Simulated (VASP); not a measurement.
# Cd3F (P4/mmm) in VASP: notebook

The runs below take Cd3F through single point, with PBE.

All numbers are computed with VASP 6.6.1; they aren't measurements. Logs are shortened: lines on timing, memory, paths and dates and some standing lists are left out, and cuts for length are marked.

### 1 The cell of the first run

The structure is tetragonal, space group P4/mmm (No. 123). Conventional cell: a = 3.164 Å, b = 3.164 Å, c = 7.888 Å, α = 90.00°, β = 90.00°, γ = 90.00°. Within 3.7 Å of Cd (site symmetry 4mm) lie 4 F at 2.78 Å and 9 Cd at 3.16 to 3.29 Å. Within 4.2 Å of Cd (site symmetry 4/mmm) lie 12 Cd at 3.16 to 3.21 Å and 2 F at 3.94 Å. Within 3.7 Å of F (site symmetry 4/mmm) lie 8 Cd at 2.78 Å and 4 F at 3.16 Å.

The cell was generated, and may not be a known phase.

### 2 Single point, PBE

File INCAR:

```
PREC = Accurate
ENCUT = 520
EDIFF = 1E-6
ISMEAR = 0
SIGMA = 0.1
LREAL = F
LASPH = T
NELM = 100
ALGO = Normal
ISIF = 2
LWAVE = F
LCHARG = T
GGA = PE
LELF = T
LVHAR = T
NBANDS = 30
```

File KPOINTS:

```
Automatic mesh
0
Gamma
  6 6 2
```

File POSCAR:

```
Cd3F
1.0
    3.1643463302      0.0000000000      0.0000000000
    0.0000000000      3.1643463302      0.0000000000
    0.0000000000      0.0000000000      7.8882623943
Cd F
3 1
Direct
    0.5000000000      0.5000000000      0.7913732540
    0.0000000000      0.0000000000      0.5000000000
    0.5000000000      0.5000000000      0.2086267460
    0.0000000000      0.0000000000      0.0000000000
```

Potentials or basis: VASP PAW PBE potentials, release 64 (Cd, F).

Run with:

```
$ cat potpaw_PBE.64/Cd/POTCAR potpaw_PBE.64/F/POTCAR > POTCAR
$ mpirun -np 1 vasp_std > vasp.out
```

OUTCAR:

```text
PREC = Accurate
   ENCUT = 520
   EDIFF = 1E-6
   ISMEAR = 0
   LREAL = F
   LASPH = T
   NELM = 100
   ISIF = 2
   GGA = PE

 ion  position               nearest neighbor table
   1  0.500  0.500  0.791-   4 2.78   4 2.78   4 2.78   4 2.78   2 3.21   2 3.21   2 3.21   2 3.21
                             3 3.29
   2  0.000  0.000  0.500-   1 3.21   3 3.21   1 3.21   3 3.21   1 3.21   3 3.21   1 3.21   3 3.21

   3  0.500  0.500  0.209-   4 2.78   4 2.78   4 2.78   4 2.78   2 3.21   2 3.21   2 3.21   2 3.21
                             1 3.29
   4  0.000  0.000  0.000-   1 2.78   3 2.78   1 2.78   3 2.78   1 2.78   3 2.78   1 2.78   3 2.78

  LATTYP: Found a simple tetragonal cell.
 ALAT       =     3.1643463302
 C/A-ratio  =     2.4928568403

  Lattice vectors:

 A1 = (   3.1643463302,   0.0000000000,   0.0000000000)
 A2 = (   0.0000000000,   3.1643463302,   0.0000000000)
 A3 = (   0.0000000000,   0.0000000000,   7.8882623943)

Analysis of symmetry for initial positions (statically):
=====================================================================
 Subroutine PRICEL returns:
 Original cell was already a primitive cell.

 Routine SETGRP: Setting up the symmetry group for a
 simple tetragonal supercell.

 Subroutine GETGRP returns: Found 16 space group operations
 (whereof 16 operations were pure point group operations)
 out of a pool of 16 trial point group operations.

The static configuration has the point symmetry D_4h.

Analysis of symmetry for dynamics (positions and initial velocities):
=====================================================================
 Subroutine PRICEL returns:
 Original cell was already a primitive cell.

 Routine SETGRP: Setting up the symmetry group for a
 simple tetragonal supercell.

 Subroutine GETGRP returns: Found 16 space group operations
 (whereof 16 operations were pure point group operations)
 out of a pool of 16 trial point group operations.

The dynamic configuration has the point symmetry D_4h.

 Subroutine INISYM returns: Found 16 space group operations
 (whereof 16 operations are pure point group operations),
 and found     1 'primitive' translations

----------------------------------------------------------------------------------------

                                     Primitive cell

  volume of cell :      78.9859

  direct lattice vectors                    reciprocal lattice vectors
     3.164346330  0.000000000  0.000000000     0.316021034  0.000000000  0.000000000
     0.000000000  3.164346330  0.000000000     0.000000000  0.316021034  0.000000000
     0.000000000  0.000000000  7.888262394     0.000000000  0.000000000  0.126770631

  length of vectors
     3.164346330  3.164346330  7.888262394     0.316021034  0.316021034  0.126770631

  position of ions in fractional coordinates (direct lattice)
     0.500000000  0.500000000  0.791373254
     0.000000000  0.000000000  0.500000000
     0.500000000  0.500000000  0.208626746
     0.000000000  0.000000000  0.000000000

  ion indices of the primitive-cell ions
   primitive index   ion index
                 1           1
                 2           2
                 3           3
                 4           4

----------------------------------------------------------------------------------------

 KPOINTS: Automatic mesh

Automatic generation of k-mesh.
 Grid dimensions read from file:
 generate k-points for:    6    6    2

 Generating k-lattice:

  Cartesian coordinates                     Fractional coordinates (reciprocal lattice)
     0.052670172  0.000000000  0.000000000     0.166666667  0.000000000  0.000000000
     0.000000000  0.052670172  0.000000000     0.000000000  0.166666667  0.000000000
     0.000000000  0.000000000  0.063385315     0.000000000  0.000000000  0.500000000

  Length of vectors
     0.052670172  0.052670172  0.063385315

  Shift w.r.t. Gamma in fractional coordinates (k-lattice)
     0.000000000  0.000000000  0.000000000

 Subroutine IBZKPT returns following result:
 ===========================================

 Found     20 irreducible k-points:

 Following reciprocal coordinates:
            Coordinates               Weight
  0.000000  0.000000  0.000000      1.000000
  0.166667  0.000000  0.000000      4.000000
  0.333333  0.000000  0.000000      4.000000
  0.500000  0.000000  0.000000      2.000000
  0.166667  0.166667  0.000000      4.000000
  0.333333  0.166667  0.000000      8.000000
[... 12 lines left out ...]
  0.500000  0.333333  0.500000      4.000000
  0.500000  0.500000  0.500000      1.000000
   k-points           NKPTS =     20   k-points in BZ     NKDIM =     20   number of bands    NBANDS=     30
   number of dos      NEDOS =    301   number of ions     NIONS =      4
   total plane-waves  NPLWV =  34560
   dimension x,y,z NGX =    24 NGY =   24 NGZ =   60
   dimension x,y,z NGXF=    48 NGYF=   48 NGZF=  120
   ions per type =               3   1
   NGX,Y,Z   is equivalent  to a cutoff of  12.61, 12.61, 12.65 a.u.
   NGXF,Y,Z  is equivalent  to a cutoff of  25.22, 25.22, 25.29 a.u.
 SYSTEM =  unknown system
   PREC   = accura    normal or accurate (medium, high low for compatibility)
   ISTART =      0    job   : 0-new  1-cont  2-samecut
   ICHARG =      2    charge: 1-file 2-atom 10-const
   ISPIN  =      1    spin polarized calculation?
   LNONCOLLINEAR =      F non collinear calculations
   LSORBIT =      F    spin-orbit coupling
   LASPH  =      T    aspherical Exc in radial PAW
   ENCUT  =  520.0 eV  38.22 Ry    6.18 a.u.   5.88  5.88 14.67*2*pi/ulx,y,z
   NELM   =    100;   NELMIN=  2; NELMDL= -5     # of ELM steps
   EDIFF  = 0.1E-05   stopping-criterion for ELM
   LREAL  =      F    real-space projection
   EDIFFG = 0.1E-04   stopping-criterion for IOM
   NSW    =      0    number of steps for IOM
   IBRION =     -1    ionic relax: 0-MD 1-quasi-New 2-CG
   NFREE  =      0    steps in history (QN), initial steepest desc. (CG)
   ISIF   =      2    stress and relaxation
   ISYM   =      2    0-nonsym 1-usesym 2-fastsym
   POTIM  = 0.5000    time-step for ionic-motion
   TEBEG  =    0.0;   TEEND  =   0.0 temperature during run
   PSTRESS=    0.0 pullay stress
   NELECT =      43.0000    total number of electrons
   NUPDOWN=      -1.0000    fix difference up-down
   EMIN   =  10.00;   EMAX   =-10.00  energy-range for DOS
   EFERMI =   0.00;   METHOD = LEGACY
   ISMEAR =     0;   SIGMA  =   0.10  broadening in eV -4-tet -1-fermi 0-gaus
   EFERMI_NEDOS =   21; number of points for ismear=-14 and -15
   IALGO  =     38    algorithm
   IMIX   =      4    mixing-type and parameters
     AMIX     =   0.40;   BMIX     =  1.00
     AMIX_MAG =   1.60;   BMIX_MAG =  1.00
  volume/ion in A,a.u.               =      19.75       133.26
  Fermi-wavevector in a.u.,A,eV,Ry     =   1.336743  2.526078 24.311997  1.786881
  Thomas-Fermi vector in A             =   2.465346
   LORBIT       =      0    0 simple, 1 ext, 2 COOP (PROOUT), +10 PAW based schemes
   GGA     = PE    functional components
   LHFCALC =     F    Hartree Fock is set to
   AEXX    =    0.0000 exact exchange contribution
   IVDW    =     0    specifies the selected vdW correction
   LEPSILON=     F    determine dielectric tensor
   LRPA    =     F    only Hartree local field effects (RPA)
 non-spin polarized calculation
 Gauss-broadening in eV      SIGMA  =   0.10
  energy-cutoff  :      520.00
  volume of cell :       78.99
 maximum number of plane-waves:      2168
 NGX is ok and might be reduce to    24
   NGX = 11   NGY = 11   NGZ = 29

 number of electron      43.0000025 magnetization

 Free energy of the ion-electron system (eV)
  ---------------------------------------------------
  ext. energy  EPLUGINS =         0.00000000
  ---------------------------------------------------
  free energy    TOTEN  =        -6.44993183 eV

  energy without entropy =       -6.43979162  energy(sigma->0) =       -6.44486173

 E-fermi :   2.4480     XC(G=0): -10.5745

 val. band max:        2.4444440681   @ k =   0.5000   0.0000   0.0000
 cond. band min:       2.4508263337   @ k =   0.3333   0.1667   0.0000
 fundamental gap:      0.0063822655
 Fermi energy:         2.4479936554

 k-point     1 :       0.0000    0.0000    0.0000
  band No.  band energies     occupation
      1     -20.7641      2.00000
      2      -7.2880      2.00000
      3      -7.1526      2.00000
      4      -6.9377      2.00000
      5      -6.8550      2.00000
      6      -6.7015      2.00000
[... 22 lines left out ...]
     29      13.3332      0.00000
     30      13.5994      0.00000

 k-point     2 :       0.1667    0.0000    0.0000
  band No.  band energies     occupation
      1     -20.7355      2.00000
      2      -7.1994      2.00000
      3      -7.0176      2.00000
      4      -6.8962      2.00000
      5      -6.7951      2.00000
      6      -6.6662      2.00000
[... 22 lines left out ...]
     29      13.0043      0.00000
     30      13.7120      0.00000

 k-point     3 :       0.3333    0.0000    0.0000
  band No.  band energies     occupation
      1     -20.6775      2.00000
      2      -7.0852      2.00000
      3      -6.9815      2.00000
      4      -6.8617      2.00000
      5      -6.7148      2.00000
      6      -6.6813      2.00000
[... 22 lines left out ...]
     29      12.8494      0.00000
     30      13.9984      0.00000

 k-point     4 :       0.5000    0.0000    0.0000
  band No.  band energies     occupation
      1     -20.6482      2.00000
      2      -7.0551      2.00000
      3      -7.0475      2.00000
      4      -6.8050      2.00000
      5      -6.8027      2.00000
      6      -6.6770      2.00000
[... 484 lines left out ...]
     29       9.5773      0.00000
     30      10.2763      0.00000

 k-point    19 :       0.5000    0.3333    0.5000
  band No.  band energies     occupation
      1     -20.5738      2.00000
      2      -7.1300      2.00000
      3      -7.0918      2.00000
      4      -7.0737      2.00000
      5      -6.9692      2.00000
      6      -6.6753      2.00000
[... 22 lines left out ...]
     29       8.3117      0.00000
     30       8.7783      0.00000

 k-point    20 :       0.5000    0.5000    0.5000
  band No.  band energies     occupation
      1     -20.5491      2.00000
      2      -7.2013      2.00000
      3      -7.2013      2.00000
      4      -7.1893      2.00000
      5      -7.0861      2.00000
      6      -6.7162      2.00000
[... 22 lines left out ...]
     29       7.5821      0.00000
     30       7.6223      0.00000

------------------------ aborting loop because EDIFF is reached ----------------------------------------

  FORCE on cell =-STRESS in cart. coord.  units (eV):
  Direction    XX          YY          ZZ          XY          YZ          ZX
  --------------------------------------------------------------------------------------
  -------------------------------------------------------------------------------------
  Total        0.0008630      0.0008630      0.0774433      0.0000000      0.0000000     -0.0000000
  in kB        0.0175060      0.0175060      1.5708870      0.0000000      0.0000000     -0.0000000
  external PRESSURE =       0.5352997 kB  Pullay stress =       0.0000000 kB

 VOLUME and BASIS-vectors are now :
 -----------------------------------------------------------------------------
  energy-cutoff  :      520.00
  volume of cell :       78.99
      direct lattice vectors                 reciprocal lattice vectors
     3.164346330  0.000000000  0.000000000     0.316021034  0.000000000  0.000000000
     0.000000000  3.164346330  0.000000000     0.000000000  0.316021034  0.000000000
     0.000000000  0.000000000  7.888262394     0.000000000  0.000000000  0.126770631

 POSITION                                       TOTAL-FORCE (eV/Angst)
 -----------------------------------------------------------------------------------
      1.58217      1.58217      6.24256        -0.000000      0.000000     -0.006703
      0.00000      0.00000      3.94413         0.000000     -0.000000      0.000000
      1.58217      1.58217      1.64570         0.000000      0.000000      0.006703
      0.00000      0.00000      0.00000         0.000000     -0.000000      0.000000
 -----------------------------------------------------------------------------------
    total drift:                                0.000000     -0.000000      0.000000

  FREE ENERGIE OF THE ION-ELECTRON SYSTEM (eV)
  ---------------------------------------------------
  free  energy   TOTEN  =        -6.4499318341 eV

  energy  without entropy=       -6.4397916202  energy(sigma->0) =       -6.44486173
```

It took 50 s on 1 thread of Oxide Virtual Turin-like, shared host; peak memory 0.16 GiB.

What came out:

* Free energy: -6.4499 eV
* Pressure: 0.1 GPa
* Largest force: 0.007 eV/Å
* Band gap on the k mesh: zero (an odd number of electrons rules out a gap without spin polarisation)

Forces in eV/Å, atoms in the order of the input:
```
Cd   0.000  0.000 -0.007
Cd   0.000  0.000  0.000
Cd   0.000  0.000  0.007
F    0.000  0.000  0.000
```

Caveat: the k points lie up to 0.40 Å⁻¹ apart, too coarse for converged energies and pressures of a metal.

### 3 Single point, PBE

This run uses another cell than the first one, of 26.60 Å³/atom.

File INCAR:

```
  PREC = Accurate
  ENCUT = 520
  EDIFF = 1E-7
  ISMEAR = 0
  SIGMA = 0.1
  LREAL = F
  LASPH = T
  NELM = 60
  ALGO = Normal
  ISIF = 2
  LWAVE = F
  LCHARG = F
  GGA = PE
  NBANDS = 30
```

KPOINTS is that of step 2.

File POSCAR:

```
Cd3F
1.0
    3.4428443700      0.0000000000      0.0000000000
    0.0000000000      3.4428443700      0.0000000000
    0.0000000000      0.0000000000      8.9760332300
Cd F
3 1
Direct
    0.5000000000      0.5000000000      0.7642198200
    0.0000000000      0.0000000000      0.5000000000
    0.5000000000      0.5000000000      0.2357801800
    0.0000000000      0.0000000000      0.0000000000
```

Potentials or basis: VASP PAW PBE potentials, release 64 (Cd, F).

Run with:

```
$ cat potpaw_PBE.64/Cd/POTCAR potpaw_PBE.64/F/POTCAR > POTCAR
$ mpirun -np 1 vasp_std > vasp.out
```

Run time: 95 s. Hardware: 1 thread of Oxide Virtual Turin-like, shared host; peak memory 0.2 GiB.

The run converged. Its results:

```
Free energy            : -5.5494 eV
Pressure               : -5.9 GPa
Largest force          : 0.561 eV/Å
Band gap on the k mesh : zero (an odd number of electrons rules out a gap without spin polarisation)
```

Forces in eV/Å, atoms in the order of the input:
```
Cd   0.000  0.000  0.561
Cd   0.000  0.000  0.000
Cd   0.000  0.000 -0.561
F    0.000  0.000  0.000
```

Stress tensor (GPa, compression positive):
```
-4.96  0.00  0.00
 0.00 -4.96  0.00
 0.00  0.00 -7.81
```

Levels at points of the mesh, in eV from the Fermi level:
```csv
k point,band 20,band 21,band 22,band 23,band 24,band 25
"(0.00, 0.00, 0.00)",-1.88,-1.88,-1.56,3.10,5.17,6.51
"(0.50, 0.00, 0.00)",-2.31,-1.80,-1.12,0.19,1.79,2.70
"(0.50, 0.50, 0.00)",0.58,0.58,0.61,0.78,1.52,2.59
"(0.00, 0.00, 0.50)",-1.88,-1.88,0.00,1.28,6.50,6.50
"(0.50, 0.00, 0.50)",-2.05,-1.80,-0.67,-0.37,1.76,3.42
"(0.50, 0.50, 0.50)",0.48,0.48,0.62,1.01,1.14,2.78
```

Caveat: the cell stands under tension.

The gap in the log of VASP goes by the Fermi energy; the results here count the filled bands.